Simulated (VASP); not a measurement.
Set up this calculation in VASP 6.6.1, as the native input.

```
Task                   : single point
Functional             : PBE
Potentials or basis    : VASP PAW PBE potentials, release 64 (Sn_d, Mo_sv)
Cutoff                 : 520 eV
k mesh                 : 6 × 6 × 6
Occupations            : gaussian, width 0.1 eV
Spin                   : collinear spin, ferromagnetic start
Starting moments       : [0.0, 1.0] μB
Dipole correction      : no
Further INCAR settings : ALGO = Normal; EDIFF = 1e-06; NBANDS = 25
```

The structure of SnMo lies in POSCAR:

```
SnMo
1.0
    0.0000000000      3.0792005127      3.0792005127
    3.0792005127      0.0000000000      3.0792005127
    3.0792005127      3.0792005127      0.0000000000
Sn Mo
1 1
Direct
    0.2500000000      0.2500000000      0.2500000000
    0.0000000000      0.0000000000      0.0000000000
```

These files were run (other wordings do the same):

INCAR

```
PREC     = Accurate       # precision mode
ENCUT    = 520            # plane-wave cutoff, eV
EDIFF    = 1E-6           # SCF threshold, eV
ISMEAR   = 0              # smearing method
SIGMA    = 0.1            # smearing width, eV
LREAL    = F              # projectors in reciprocal space
LASPH    = T              # aspherical terms in the spheres
NELM     = 150            # most SCF steps
ALGO     = Normal         # electronic algorithm
ISIF     = 2              # what is computed and relaxed
LWAVE    = F              # write WAVECAR
LCHARG   = F              # write CHGCAR
ISPIN    = 2              # spin polarisation
MAGMOM   = 0 1            # initial moments
LORBIT   = 11             # projections on sites
LMAXMIX  = 4              # l up to which the mixer works
GGA      = PE             # functional
NBANDS   = 25             # bands
```

KPOINTS

```
regular mesh
0
Gamma
  6 6 6
```

Potentials or basis: VASP PAW PBE potentials, release 64 (Sn_d, Mo_sv).

Run with:

```console
$ cat potpaw_PBE.64/Sn_d/POTCAR potpaw_PBE.64/Mo_sv/POTCAR > POTCAR
$ mpirun -np 1 vasp_std > vasp.out
```

It gave:

- Pressure: 3.1 GPa
- Band gap on the k mesh: 0.04 eV, direct
- Net moment: 2.04 μB per cell
- Site moments: Sn -0.11; Mo +1.89 μB
- Valence electrons inside the program's atomic spheres: Sn 12.55; Mo 12.35

Caveat: spin-orbit coupling is left out, which moves the levels of the heavy elements.

Run time: 99 s on 1 thread of AMD EPYC 7R13 (shared host), peak memory 0.19 GiB.
